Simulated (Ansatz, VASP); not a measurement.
W in VASP and in Ansatz

```
CELL_PARAMETERS angstrom
5.08300 0.00000 0.00000
0.00000 5.08300 0.00000
0.00000 0.00000 5.18466
ATOMIC_POSITIONS crystal
W 0.00000 0.00000 0.00000
W 0.50000 0.50000 0.50000
W 0.00000 0.50000 0.25000
W 0.00000 0.50000 0.75000
W 0.25000 0.00000 0.50000
W 0.75000 0.00000 0.50000
W 0.50000 0.75000 0.00000
W 0.50000 0.25000 0.00000
```

Change from the starting cell: z stretched by +2 %, ions relaxed.

Alike in both runs: functional PBE; k mesh 9 × 9 × 9; occupations fermi-dirac, width 0.05 eV; no spin polarisation.

Ansatz relaxed the structure, and its values are those at the end. VASP's run is a single point on that final structure, the one shown.

|  | VASP | Ansatz |
| --- | --- | --- |
| version | VASP 6.6.1 | Ansatz 0.2.0 |
| potentials or method | VASP PAW PBE potentials, release 64 (W_sv) | plane-wave PAW, scalar-relativistic |
| plane-wave cutoff (eV) | 520 | 420 |
| valence electrons in the cell | 112 | 112 |

VASP gave:

| Property | Result |
| --- | --- |
| pressure (GPa) | -5.6 |

Task: Which values does Ansatz return?

Result: Pressure (GPa): -6.0.

Ansatz's warnings: stress scf threshold loose.

Spin-orbit coupling is off throughout.
